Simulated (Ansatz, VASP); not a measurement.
**CdSe in VASP and in Ansatz**

```
Cd Se
1.0
     0.00000    3.10097    3.07027
     3.10097    0.00000    3.07027
     3.10097    3.10097    0.00000
Cd Se
1 1
Direct
  0.00000 0.00000 0.00000
  0.25000 0.25000 0.25000
```

Change from the starting cell: equal xx and yy strain of +1 %, crystal datasets.

Alike in both runs: task electric field gradients; functional LDA; k mesh 8 × 8 × 8; occupations fermi-dirac, width 0.03 eV; no spin polarisation.

```csv
,VASP,Ansatz
version,VASP 6.6.1,Ansatz 0.2.0
potentials or method,"VASP PAW LDA potentials, release 64 (Cd, Se), cutoff 520 eV","all-electron PAW with datasets made for the crystal, scalar-relativistic"
```

|  | VASP | Ansatz | Ansatz less VASP |
| --- | --- | --- | --- |
| pressure (GPa) | -3.7 | -4.0 | -0.33 |
| traceless stress, the component that is largest in VASP (GPa) | 0.15 | 0.15 | +0.002 |
| size of Vzz on the site where it differs most (V/Å²) | 3.8 | 4.0 | +0.13 |

LDA's correlation is that of Perdew and Zunger in VASP and of Perdew and Wang (1992) in Ansatz. Ansatz ran all-electron here, and VASP with PAW potentials.
